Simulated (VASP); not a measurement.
# SbPt (P6_3/mmc) in VASP: notebook

Runs on SbPt. Level: PBEsol. Tasks: single point.

Program: VASP 6.6.1. These are calculated values, not measurements. Logs are shortened: lines on timing, memory, paths and dates and some standing lists are left out, and cuts for length are marked.

## Step 1: The cell of the first run

It takes space group P6_3/mmc (No. 194, hexagonal). Conventional cell: a = 3.973 Å, b = 3.973 Å, c = 5.300 Å, α = 90.00°, β = 90.00°, γ = 120.00°. Sb (site symmetry -6m2) has 6 Pt at 2.65 Å and 6 Sb at 3.51 Å within 3.6 Å. Within 3.5 Å of Pt (site symmetry -3m) lie 6 Sb at 2.65 Å and 2 Pt at 2.65 Å.

## Step 2: Single point, PBEsol

INCAR reads:

```
PREC = Accurate ; ENCUT = 520
EDIFF = 1E-6 ; ISMEAR = 0
SIGMA = 0.1 ; LREAL = F
LASPH = T ; NELM = 60
ALGO = Normal ; ISIF = 2
LWAVE = F ; LCHARG = F
GGA = PS ; NBANDS = 23
```

KPOINTS reads:

```
regular mesh
0
Gamma
  12 12 8
```

POSCAR reads:

```
SbPt
1.0
    3.9734830293      0.0000000000      0.0000000000
   -1.9867415147      3.4411372449      0.0000000000
    0.0000000000      0.0000000000      5.3003838225
Sb Pt
2 2
Direct
    0.3333333333      0.6666666667      0.2500000000
    0.6666666667      0.3333333333      0.7500000000
    0.0000000000      0.0000000000      0.0000000000
    0.0000000000      0.0000000000      0.5000000000
```

Potentials or basis: VASP PAW PBE potentials, release 64 (Sb, Pt).

Started as:

```console
cat potpaw_PBE.64/Sb/POTCAR potpaw_PBE.64/Pt/POTCAR > POTCAR
mpirun -np 1 vasp_std > vasp.out
```

OUTCAR:

```text
PREC = Accurate
   ENCUT = 520
   EDIFF = 1E-6
   ISMEAR = 0
   LREAL = F
   LASPH = T
   NELM = 60
   ISIF = 2
   GGA = PS

 ion  position               nearest neighbor table
   1  0.333  0.667  0.250-   3 2.65   4 2.65   3 2.65   4 2.65   3 2.65   4 2.65   2 3.51   2 3.51
                             2 3.51   2 3.51   2 3.51   2 3.51
   2  0.667  0.333  0.750-   3 2.65   4 2.65   3 2.65   4 2.65   3 2.65   4 2.65   1 3.51   1 3.51
                             1 3.51   1 3.51   1 3.51   1 3.51
   3  0.000  0.000  0.000-   1 2.65   2 2.65   2 2.65   1 2.65   2 2.65   1 2.65   4 2.65   4 2.65

   4  0.000  0.000  0.500-   1 2.65   2 2.65   2 2.65   1 2.65   2 2.65   1 2.65   3 2.65   3 2.65

  LATTYP: Found a hexagonal cell.
 ALAT       =     3.9734830293
 C/A-ratio  =     1.3339389607

  Lattice vectors:

 A1 = (   3.9734830293,   0.0000000000,   0.0000000000)
 A2 = (  -1.9867415147,   3.4411372449,   0.0000000000)
 A3 = (   0.0000000000,   0.0000000000,   5.3003838225)

Analysis of symmetry for initial positions (statically):
=====================================================================
 Subroutine PRICEL returns:
 Original cell was already a primitive cell.

 Routine SETGRP: Setting up the symmetry group for a
 hexagonal supercell.

 Subroutine GETGRP returns: Found 24 space group operations
 (whereof 12 operations were pure point group operations)
 out of a pool of 24 trial point group operations.

The static configuration has the point symmetry D_3d.
 The point group associated with its full space group is D_6h.

Analysis of symmetry for dynamics (positions and initial velocities):
=====================================================================
 Subroutine PRICEL returns:
 Original cell was already a primitive cell.

 Routine SETGRP: Setting up the symmetry group for a
 hexagonal supercell.

 Subroutine GETGRP returns: Found 24 space group operations
 (whereof 12 operations were pure point group operations)
 out of a pool of 24 trial point group operations.

The dynamic configuration has the point symmetry D_3d.
 The point group associated with its full space group is D_6h.

 Subroutine INISYM returns: Found 24 space group operations
 (whereof 12 operations are pure point group operations),
 and found     1 'primitive' translations

----------------------------------------------------------------------------------------

                                     Primitive cell

  volume of cell :      72.4737

  direct lattice vectors                    reciprocal lattice vectors
     3.973483029  0.000000000  0.000000000     0.251668371  0.145300802  0.000000000
    -1.986741515  3.441137245  0.000000000     0.000000000  0.290601603  0.000000000
     0.000000000  0.000000000  5.300383822     0.000000000  0.000000000  0.188665582

  length of vectors
     3.973483029  3.973483029  5.300383822     0.290601603  0.290601603  0.188665582

  position of ions in fractional coordinates (direct lattice)
     0.333333333  0.666666667  0.250000000
     0.666666667  0.333333333  0.750000000
     0.000000000  0.000000000  0.000000000
     0.000000000  0.000000000  0.500000000

  ion indices of the primitive-cell ions
   primitive index   ion index
                 1           1
                 2           2
                 3           3
                 4           4

----------------------------------------------------------------------------------------

 KPOINTS: regular mesh

Automatic generation of k-mesh.
 Grid dimensions read from file:
 generate k-points for:   12   12    8

 Generating k-lattice:

  Cartesian coordinates                     Fractional coordinates (reciprocal lattice)
     0.020972364  0.012108400  0.000000000     0.083333333  0.000000000  0.000000000
     0.000000000  0.024216800  0.000000000     0.000000000  0.083333333  0.000000000
     0.000000000  0.000000000  0.023583198     0.000000000  0.000000000  0.125000000

  Length of vectors
     0.024216800  0.024216800  0.023583198

  Shift w.r.t. Gamma in fractional coordinates (k-lattice)
     0.000000000  0.000000000  0.000000000

 Subroutine IBZKPT returns following result:
 ===========================================

 Found     95 irreducible k-points:

 Following reciprocal coordinates:
            Coordinates               Weight
  0.000000  0.000000  0.000000      1.000000
  0.083333 -0.000000  0.000000      6.000000
  0.166667 -0.000000  0.000000      6.000000
  0.250000  0.000000  0.000000      6.000000
  0.333333 -0.000000  0.000000      6.000000
  0.416667 -0.000000  0.000000      6.000000
[... 16 lines left out ...]
  0.250000  0.000000  0.125000     12.000000
  0.333333 -0.000000  0.125000     12.000000
 [... further k-points ...]
   k-points           NKPTS =     95   k-points in BZ     NKDIM =     95   number of bands    NBANDS=     23
   number of dos      NEDOS =    301   number of ions     NIONS =      4
   total plane-waves  NPLWV =  36000
   dimension x,y,z NGX =    30 NGY =   30 NGZ =   40
   dimension x,y,z NGXF=    60 NGYF=   60 NGZF=   80
   ions per type =               2   2
   NGX,Y,Z   is equivalent  to a cutoff of  12.55, 12.55, 12.55 a.u.
   NGXF,Y,Z  is equivalent  to a cutoff of  25.10, 25.10, 25.09 a.u.
 SYSTEM =  unknown system
   PREC   = accura    normal or accurate (medium, high low for compatibility)
   ISTART =      0    job   : 0-new  1-cont  2-samecut
   ICHARG =      2    charge: 1-file 2-atom 10-const
   ISPIN  =      1    spin polarized calculation?
   LNONCOLLINEAR =      F non collinear calculations
   LSORBIT =      F    spin-orbit coupling
   LASPH  =      T    aspherical Exc in radial PAW
   ENCUT  =  520.0 eV  38.22 Ry    6.18 a.u.   7.39  7.39  9.86*2*pi/ulx,y,z
   NELM   =     60;   NELMIN=  2; NELMDL= -5     # of ELM steps
   EDIFF  = 0.1E-05   stopping-criterion for ELM
   LREAL  =      F    real-space projection
   EDIFFG = 0.1E-04   stopping-criterion for IOM
   NSW    =      0    number of steps for IOM
   IBRION =     -1    ionic relax: 0-MD 1-quasi-New 2-CG
   NFREE  =      0    steps in history (QN), initial steepest desc. (CG)
   ISIF   =      2    stress and relaxation
   ISYM   =      2    0-nonsym 1-usesym 2-fastsym
   POTIM  = 0.5000    time-step for ionic-motion
   TEBEG  =    0.0;   TEEND  =   0.0 temperature during run
   PSTRESS=    0.0 pullay stress
   NELECT =      30.0000    total number of electrons
   NUPDOWN=      -1.0000    fix difference up-down
   EMIN   =  10.00;   EMAX   =-10.00  energy-range for DOS
   EFERMI =   0.00;   METHOD = LEGACY
   ISMEAR =     0;   SIGMA  =   0.10  broadening in eV -4-tet -1-fermi 0-gaus
   EFERMI_NEDOS =   21; number of points for ismear=-14 and -15
   IALGO  =     38    algorithm
   IMIX   =      4    mixing-type and parameters
     AMIX     =   0.40;   BMIX     =  1.00
     AMIX_MAG =   1.60;   BMIX_MAG =  1.00
  volume/ion in A,a.u.               =      18.12       122.27
  Fermi-wavevector in a.u.,A,eV,Ry     =   1.220080  2.305617 20.253572  1.488596
  Thomas-Fermi vector in A             =   2.355310
   LORBIT       =      0    0 simple, 1 ext, 2 COOP (PROOUT), +10 PAW based schemes
   GGA     = PS    functional components
   LHFCALC =     F    Hartree Fock is set to
   AEXX    =    0.0000 exact exchange contribution
   IVDW    =     0    specifies the selected vdW correction
   LEPSILON=     F    determine dielectric tensor
   LRPA    =     F    only Hartree local field effects (RPA)
 non-spin polarized calculation
 Gauss-broadening in eV      SIGMA  =   0.10
  energy-cutoff  :      520.00
  volume of cell :       72.47
 maximum number of plane-waves:      1981
 NGX is ok and might be reduce to    30
   NGX = 15   NGY = 15   NGZ = 19

 number of electron      30.0000001 magnetization

 Free energy of the ion-electron system (eV)
  ---------------------------------------------------
  ext. energy  EPLUGINS =         0.00000000
  ---------------------------------------------------
  free energy    TOTEN  =       -24.07974262 eV

  energy without entropy =      -24.07236971  energy(sigma->0) =      -24.07605616

 E-fermi :  12.0633     XC(G=0): -12.1613

 val. band max:       12.0167870976   @ k =   0.0833  -0.0000   0.1250
 cond. band min:      12.0873451742   @ k =   0.1667   0.0833   0.1250
 fundamental gap:      0.0705580766
 Fermi energy:        12.0633053639

 k-point     1 :       0.0000    0.0000    0.0000
  band No.  band energies     occupation
      1      -2.1518      2.00000
      2       2.5271      2.00000
      3       3.8954      2.00000
      4       4.9877      2.00000
      5       4.9877      2.00000
      6       5.0222      2.00000
[... 15 lines left out ...]
     22      17.2124      0.00000
     23      20.2410      0.00000

 k-point     2 :       0.0833   -0.0000    0.0000
  band No.  band energies     occupation
      1      -2.0543      2.00000
      2       2.3782      2.00000
      3       4.0105      2.00000
      4       5.0058      2.00000
      5       5.0133      2.00000
      6       5.1983      2.00000
[... 15 lines left out ...]
     22      17.8839      0.00000
     23      19.3184      0.00000

 k-point     3 :       0.1667   -0.0000    0.0000
  band No.  band energies     occupation
      1      -1.7660      2.00000
      2       2.0490      2.00000
      3       4.3480      2.00000
      4       4.9386      2.00000
      5       5.0714      2.00000
      6       5.6769      2.00000
[... 15 lines left out ...]
     22      18.8629      0.00000
     23      19.0806      0.00000

 k-point     4 :       0.2500    0.0000    0.0000
  band No.  band energies     occupation
      1      -1.3014      2.00000
      2       1.6940      2.00000
      3       4.7359      2.00000
      4       4.8755      2.00000
      5       5.1138      2.00000
      6       5.7928      2.00000
[... 15 lines left out ...]
     22      18.2593      0.00000
     23      18.7346      0.00000

 k-point     5 :       0.3333   -0.0000    0.0000
  band No.  band energies     occupation
      1      -0.6947      2.00000
      2       1.3804      2.00000
      3       4.2305      2.00000
      4       5.1089      2.00000
      5       5.4801      2.00000
      6       5.5337      2.00000
[... 15 lines left out ...]
     22      17.6481      0.00000
     23      19.9025      0.00000

 k-point     6 :       0.4167   -0.0000    0.0000
  band No.  band energies     occupation
      1      -0.0299      2.00000
      2       1.1043      2.00000
      3       3.5583      2.00000
      4       5.0791      2.00000
      5       5.4148      2.00000
      6       5.8559      2.00000
[... 15 lines left out ...]
     22      17.9396      0.00000
     23      21.2432      0.00000

 k-point     7 :       0.5000    0.0000    0.0000
  band No.  band energies     occupation
      1       0.3958      2.00000
      2       0.8873      2.00000
      3       3.2260      2.00000
      4       5.0639      2.00000
      5       5.3849      2.00000
      6       5.9283      2.00000
[... 353 lines left out ...]
     22      17.3043      0.00000
     23      19.9274      0.00000

 k-point    21 :       0.0833   -0.0000    0.1250
  band No.  band energies     occupation
      1      -1.9616      2.00000
      2       1.8517      2.00000
      3       4.4480      2.00000
      4       5.0895      2.00000
      5       5.1386      2.00000
      6       5.4054      2.00000
[... 15 lines left out ...]
     22      18.1161      0.00000
     23      18.6982      0.00000

 k-point    22 :       0.1667   -0.0000    0.1250
  band No.  band energies     occupation
      1      -1.6759      2.00000
      2       1.7288      2.00000
      3       4.4557      2.00000
      4       5.0737      2.00000
      5       5.1463      2.00000
      6       5.9697      2.00000
[... 15 lines left out ...]
     22      18.8951      0.00000
     23      19.1770      0.00000

 k-point    23 :       0.2500    0.0000    0.1250
  band No.  band energies     occupation
      1      -1.2163      2.00000
      2       1.5341      2.00000
      3       4.7257      2.00000
      4       4.8733      2.00000
      5       5.1876      2.00000
      6       5.8820      2.00000
[... 15 lines left out ...]
     22      18.6557      0.00000
     23      19.4821      0.00000

 k-point    24 :       0.3333   -0.0000    0.1250
  band No.  band energies     occupation
      1      -0.6181      2.00000
      2       1.3155      2.00000
      3       4.3091      2.00000
      4       5.1820      2.00000
      5       5.1919      2.00000
      6       5.6310      2.00000
[... 15 lines left out ...]
     22      18.9877      0.00000
     23      19.9318      0.00000

 [... further k-points ...]

------------------------ aborting loop because EDIFF is reached ----------------------------------------

  FORCE on cell =-STRESS in cart. coord.  units (eV):
  Direction    XX          YY          ZZ          XY          YZ          ZX
  --------------------------------------------------------------------------------------
  -------------------------------------------------------------------------------------
  Total       11.2343528     11.2343528     11.2325156     -0.0000000      0.0000000      0.0000000
  in kB      248.3578908    248.3578908    248.3172760     -0.0000000      0.0000000      0.0000000
  external PRESSURE =     248.3443525 kB  Pullay stress =       0.0000000 kB

 VOLUME and BASIS-vectors are now :
 -----------------------------------------------------------------------------
  energy-cutoff  :      520.00
  volume of cell :       72.47
      direct lattice vectors                 reciprocal lattice vectors
     3.973483029  0.000000000  0.000000000     0.251668371  0.145300802  0.000000000
    -1.986741515  3.441137245  0.000000000     0.000000000  0.290601603  0.000000000
     0.000000000  0.000000000  5.300383822     0.000000000  0.000000000  0.188665582

 POSITION                                       TOTAL-FORCE (eV/Angst)
 -----------------------------------------------------------------------------------
     -0.00000      2.29409      1.32510         0.000000     -0.000000      0.000000
      1.98674      1.14705      3.97529        -0.000000      0.000000      0.000000
      0.00000      0.00000      0.00000         0.000000      0.000000      0.000000
      0.00000      0.00000      2.65019         0.000000      0.000000      0.000000
 -----------------------------------------------------------------------------------
    total drift:                                0.000000     -0.000000      0.000000

  FREE ENERGIE OF THE ION-ELECTRON SYSTEM (eV)
  ---------------------------------------------------
  free  energy   TOTEN  =       -24.0797426201 eV

  energy  without entropy=      -24.0723697059  energy(sigma->0) =      -24.07605616
```

It took 59 s on 1 thread of AMD EPYC 9R45 (Zen 5), shared host; peak memory 0.25 GiB.

What came out:

```
Free energy            : -24.0797 eV
Pressure               : 24.8 GPa
Band gap on the k mesh : zero (bands 15 and 16 overlap by 4.77 eV)
```

Levels at points of the mesh, in eV from the Fermi level:
```
           k point  band 12  band 13  band 14  band 15  band 16  band 17  band 18  band 19
(0.00, 0.00, 0.00)    -2.68    -0.25    -0.25     0.78     2.13     2.44     4.05     4.05
(0.50, 0.00, 0.00)    -3.53    -3.26    -2.88    -2.64    -0.33     2.07     4.28     4.32
(0.00, 0.00, 0.50)    -4.46    -1.19    -1.19     2.57     2.57     2.57     2.57     4.99
(0.50, 0.00, 0.50)    -3.92    -3.74    -3.74     0.18     0.18     2.10     2.10     4.07
```

Caveat: the cell stands under pressure; the PAW data sets were made with another functional, which shifts forces and pressure a little; spin-orbit coupling is left out, which moves the levels of the heavy elements.

## Step 3: Single point, PBEsol

This run uses another cell than the first one, of 19.18 Å³/atom.

INCAR reads:

```
ALGO     = Normal         # electronic algorithm
EDIFF    = 1E-6           # SCF threshold, eV
ENCUT    = 520            # plane-wave cutoff, eV
GGA      = PS             # functional
ISIF     = 2              # what is computed and relaxed
ISMEAR   = 0              # smearing method
LASPH    = T              # aspherical terms in the spheres
LCHARG   = F              # write CHGCAR
LREAL    = F              # projectors in reciprocal space
LWAVE    = F              # write WAVECAR
NBANDS   = 23             # bands
NELM     = 60             # most SCF steps
PREC     = Accurate       # precision mode
SIGMA    = 0.1            # smearing width, eV
```

KPOINTS reads:

```
k-points
0
Gamma
  12 12 8
```

POSCAR reads:

```
SbPt
1.0
    4.0603723115      0.0000000000      0.0000000000
   -2.0301861558      3.5163855706      0.0000000000
    0.0000000000      0.0000000000      5.3744691045
Sb Pt
2 2
Direct
    0.3333333333      0.6666666667      0.2500000000
    0.6666666667      0.3333333333      0.7500000000
    0.0000000000      0.0000000000      0.0000000000
    0.0000000000      0.0000000000      0.5000000000
```

Potentials or basis: VASP PAW PBE potentials, release 64 (Sb, Pt).

Started as:

```console
cat potpaw_PBE.64/Sb/POTCAR potpaw_PBE.64/Pt/POTCAR > POTCAR
mpirun -np 1 vasp_std > vasp.out
```

It took 68 s on 1 thread of AMD EPYC 9R45 (Zen 5), shared host; peak memory 0.26 GiB.

Results (log left out):

* Free energy: -24.5586 eV
* Pressure: 11.8 GPa
* Band gap on the k mesh: zero (bands 15 and 16 overlap by 4.44 eV)

Levels at points of the mesh, in eV from the Fermi level:
```
           k point  band 12  band 13  band 14  band 15  band 16  band 17  band 18  band 19
(0.00, 0.00, 0.00)    -2.39    -0.19    -0.19     0.80     2.23     2.40     3.80     3.80
(0.50, 0.00, 0.00)    -3.26    -2.99    -2.57    -2.37    -0.51     2.02     4.26     4.29
(0.00, 0.00, 0.50)    -4.05    -1.20    -1.20     2.45     2.45     2.45     2.45     5.17
(0.50, 0.00, 0.50)    -3.57    -3.41    -3.41     0.26     0.26     1.90     1.90     4.04
```

Caveat: the cell stands under pressure; the PAW data sets were made with another functional, which shifts forces and pressure a little; spin-orbit coupling is left out, which moves the levels of the heavy elements.

## Step 4: Single point, PBEsol

This run uses another cell than the first one, of 20.05 Å³/atom.

INCAR reads:

```
ALGO = Normal ; EDIFF = 1E-6
ENCUT = 520 ; GGA = PS
ISIF = 2 ; ISMEAR = 0
LASPH = T ; LCHARG = F
LREAL = F ; LWAVE = F
NBANDS = 23 ; NELM = 100
PREC = Accurate ; SIGMA = 0.1
```

KPOINTS is that of step 3.

POSCAR reads:

```
SbPt
1.0
    4.1282625100      0.0000000000      0.0000000000
   -2.0641312550      3.5751802071      0.0000000000
    0.0000000000      0.0000000000      5.4336498253
Sb Pt
2 2
Direct
    0.3333333333      0.6666666667      0.2500000000
    0.6666666667      0.3333333333      0.7500000000
    0.0000000000      0.0000000000      0.0000000000
    0.0000000000      0.0000000000      0.5000000000
```

Started as:

```console
cat potpaw_PBE.64/Sb/POTCAR potpaw_PBE.64/Pt/POTCAR > POTCAR
mpirun -np 1 vasp_std > vasp.out
```

Run time: 72 s. Hardware: 1 thread of AMD EPYC 9R45 (Zen 5), shared host; peak memory 0.27 GiB.

Results (log left out):

- Free energy: -24.7243 eV
- Pressure: 3.8 GPa
- Band gap on the k mesh: zero (bands 15 and 16 overlap by 4.19 eV)

Levels at points of the mesh, in eV from the Fermi level:
| k point | band 12 | band 13 | band 14 | band 15 | band 16 | band 17 | band 18 | band 19 |
| --- | --- | --- | --- | --- | --- | --- | --- | --- |
| (0.00, 0.00, 0.00) | -2.19 | -0.14 | -0.14 | 0.81 | 2.29 | 2.37 | 3.62 | 3.62 |
| (0.50, 0.00, 0.00) | -3.05 | -2.78 | -2.35 | -2.17 | -0.62 | 1.98 | 4.22 | 4.29 |
| (0.00, 0.00, 0.50) | -3.75 | -1.20 | -1.20 | 2.37 | 2.37 | 2.37 | 2.37 | 5.24 |
| (0.50, 0.00, 0.50) | -3.31 | -3.17 | -3.17 | 0.32 | 0.32 | 1.75 | 1.75 | 4.00 |

Caveat: the cell stands under pressure; the PAW data sets were made with another functional, which shifts forces and pressure a little; spin-orbit coupling is left out, which moves the levels of the heavy elements.

## Step 5: The runs side by side

```tsv
cell	gap on the mesh (eV)	pressure (GPa)
a = 3.973, b = 3.973, c = 5.300 Å, angles 90.0, 90.0, 120.0°, 4 atoms	none	24.8
a = 4.060, b = 4.060, c = 5.374 Å, angles 90.0, 90.0, 120.0°, 4 atoms	none	11.8
a = 4.128, b = 4.128, c = 5.434 Å, angles 90.0, 90.0, 120.0°, 4 atoms	none	3.8
```

Alike in all rows: task single point; level PBEsol; potentials or basis VASP PAW PBE potentials, release 64 (Sb, Pt); no spin polarisation; k mesh 12 × 12 × 8; cutoff (eV) 520; smearing gaussian 0.1 eV.

Caveats: the cell stands under pressure; the PAW data sets were made with another functional, which shifts forces and pressure a little; spin-orbit coupling is left out, which moves the levels of the heavy elements.

Absolute energies hang on the potentials; compare differences alone.

The gap in the log of VASP goes by the Fermi energy; the results here count the filled bands.